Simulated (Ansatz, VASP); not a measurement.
AlP: VASP beside Ansatz

POSCAR

```
AlP
1.0
    0.0000000000      2.7352456927      2.7352456927
    2.7352456927      0.0000000000      2.7352456927
    2.7352456927      2.7352456927      0.0000000000
Al P
1 1
Direct
    0.0000000000      0.0000000000      0.0000000000
    0.2500000000      0.2500000000      0.2500000000
```

File INCAR.step1:

```
ALGO = Normal ; EDIFF = 1E-5
ENCUT = 550 ; GGA = PE
GGA_COMPAT = False ; ISMEAR = 0
LASPH = True ; LCHARG = False
LREAL = False ; LWAVE = True
NBANDS = 11 ; NELM = 120
PREC = Accurate ; SIGMA = 0.02
```

File INCAR.step2:

```
ALGO = Normal ; EDIFF = 1E-6
ENCUT = 550 ; GGA_COMPAT = False
ISIF = 2 ; ISMEAR = 0
ISTART = 1 ; LASPH = True
LCHARG = False ; LMIXTAU = True
LREAL = False ; LWAVE = False
METAGGA = R2SCAN ; NBANDS = 11
NELM = 120 ; PREC = Accurate
SIGMA = 0.02
```

The input KPOINTS:

```
k-points
0
Gamma
  8 8 8
```

Input for Ansatz:

```yaml
crystal:
  lattice:
    - [0.0, 2.7352456927, 2.7352456927]
    - [2.7352456927, 0.0, 2.7352456927]
    - [2.7352456927, 2.7352456927, 0.0]
  atoms:
    - { symbol: Al, position: [0.0, 0.0, 0.0] }
    - { symbol: P, position: [0.25, 0.25, 0.25] }
basis:
  ecutwfc: 500
kpoints:
  mp_grid: { grid: [8, 8, 8] }
hamiltonian:
  xc: r2scan
scf:
  occupations: { method: gaussian, width: 0.02 }
output:
  forces: true
  stress: true
  eigenvalues: true
```

Alike in both runs: task single point; functional r2SCAN; k mesh 8 × 8 × 8; occupations gaussian, width 0.02 eV; no spin polarisation.

|  | VASP | Ansatz |
| --- | --- | --- |
| version | VASP 6.6.1 | Ansatz 0.2.0 |
| potentials or method | VASP PAW PBE potentials, release 64 (Al, P), cutoff 550 eV | scalar-relativistic, plane waves, PAW |
| valence electrons in the cell | 8 | 8 |

```tsv
	VASP	Ansatz	Ansatz less VASP
gap on the k mesh at the Fermi level (eV)	1.92	1.92	-0.002
least direct gap on the mesh (eV)	3.95	3.95	-0.002
pressure (GPa)	0.1	0.4	+0.31
```

VASP's potentials were made for PBE, not for r2SCAN.
